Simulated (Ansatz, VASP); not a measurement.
In5Sb in VASP and in Ansatz

```
CELL_PARAMETERS angstrom
0.00000 4.21592 4.21592
4.21592 0.00000 4.21592
4.21592 4.21592 0.00000
ATOMIC_POSITIONS crystal
In 0.37522 0.87435 0.37522
In 0.37522 0.37522 0.37522
In 0.75000 0.75000 0.75000
In 0.87435 0.37522 0.37522
In 0.37522 0.37522 0.87435
Sb 0.00000 0.00000 0.00000
```

Change from the starting cell: species swapped into the CaAu5 type (F-43m, No. 216).

Alike in both runs: task single point; functional PBE; k mesh 4 × 4 × 4; occupations gaussian, width 0.1 eV; no spin polarisation.

|  | VASP | Ansatz |
| --- | --- | --- |
| version | VASP 6.6.1 | Ansatz 0.2.0 |
| potentials or method | VASP PAW PBE potentials, release 64 (In_d, Sb), cutoff 520 eV | scalar-relativistic, plane waves, PAW |
| valence electrons in the cell | 70 | 80 |

```tsv
	VASP	Ansatz	Ansatz less VASP
gap on the k mesh at the Fermi level (eV)	none	none	-
pressure (GPa)	7.9	7.9	+0.04
rms of the force components (eV/Å)	0.034	0.034	-0.0003
```

Atom by atom the forces differ by 0.000 eV/Å (rms over components). A gap of «none» marks a metal or a gap that the smearing closes. With one functional, cell and mesh, what is left measures potentials, basis and numerics. VASP's potentials hold 70 valence electrons a cell and Ansatz's 80, so a difference there can come from the potentials and not from the codes.

Spin-orbit coupling is off throughout.
